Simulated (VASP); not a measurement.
MnO2, 6 atoms in the cell. Symmetry: P4_2/mnm, No. 136, tetragonal system. The conventional cell has a = 4.464 Å, b = 4.464 Å, c = 2.949 Å, α = 90.00°, β = 90.00°, γ = 90.00°. Within 2.5 Å of Mn (site symmetry mmm) lie 6 O at 1.92 to 1.93 Å. Within 2.5 Å of O (site symmetry m2m) lie 3 Mn at 1.92 to 1.93 Å and 1 O at 2.45 Å. 

| Item | Value |
| --- | --- |
| Program | VASP 6.6.1 |
| Task | relaxation of shape and atoms at fixed volume |
| Functional | PBE |
| Potentials or basis | VASP PAW PBE potentials, release 64 (Mn_pv, O) |
| Cutoff | 600 eV |
| k mesh | 6 × 6 × 8 |
| Occupations | gaussian, width 0.05 eV |
| Spin | collinear spin, antiferromagnetic start |
| Starting moments | [2.92, -2.92, 0.0, 0.0, 0.0, 0.0] μB |
| Hubbard terms | Mn d U = 3.9 eV |
| Dipole correction | no |
| Further INCAR settings | ALGO = Normal; EDIFF = 1e-06; IBRION = 2; EDIFFG = -0.01; NSW = 60; ISIF = 4 |

Potentials or basis: VASP PAW PBE potentials, release 64 (Mn_pv, O).

Run with:

```sh
$ cat potpaw_PBE.64/Mn_pv/POTCAR potpaw_PBE.64/O/POTCAR > POTCAR
$ mpirun -np 4 vasp_std > vasp.out
```

Hardware: 4 MPI ranks on Oxide Virtual Turin-like Processor, with other jobs on the host.

**Question.** Estimate the wall time of this run.

**Answer.** Wall time 5 min on 4 MPI ranks on Oxide Virtual Turin-like Processor (shared host), peak memory 0.28 GiB a rank. Counts: scf iterations 47, k points 50, ion steps 7.
